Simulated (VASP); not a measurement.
BaMg2N2, 10 atoms in the cell. Symmetry: I4/mcm, No. 140, tetragonal system. The conventional cell has a = 6.843 Å, b = 6.843 Å, c = 7.462 Å, α = 90.00°, β = 90.00°, γ = 90.00°. Ba (site symmetry 422) has 8 N at 3.16 Å and 8 Mg at 3.27 Å and 2 Ba at 3.73 Å within 4.2 Å. Within 2.6 Å of Mg (site symmetry m2m) lie 3 N at 1.97 to 2.04 Å and 1 Mg at 2.48 Å. N (site symmetry m2m) has 3 Mg at 1.97 to 2.04 Å within 2.6 Å. 

| Quantity | Value |
| --- | --- |
| Program | VASP 6.6.1 |
| Task | single point |
| Functional | PBEsol |
| Potentials or basis | VASP PAW PBE potentials, release 64 (Ba_sv, Mg, N) |
| Cutoff | 520 eV |
| k mesh | 6 × 6 × 6 |
| Occupations | gaussian, width 0.02 eV |
| Spin | no spin polarisation |
| Dipole correction | no |
| Further INCAR settings | ALGO = Normal; EDIFF = 1e-07; NBANDS = 35 |

Potentials or basis: VASP PAW PBE potentials, release 64 (Ba_sv, Mg, N).

Command:

```sh
$ cat potpaw_PBE.64/Ba_sv/POTCAR potpaw_PBE.64/Mg/POTCAR potpaw_PBE.64/N/POTCAR > POTCAR
$ mpirun -np 1 vasp_std > vasp.out
```

Hardware: 1 thread of Intel(R) Xeon(R) 6975P-C (Granite Rapids) (shared host).

Q: How long does it take, and how much memory?

A: Run time: 2 min on 1 thread of Intel(R) Xeon(R) 6975P-C (Granite Rapids), with other jobs on the host, peak memory 0.42 GiB. Counts: scf iterations 16, k points 30.
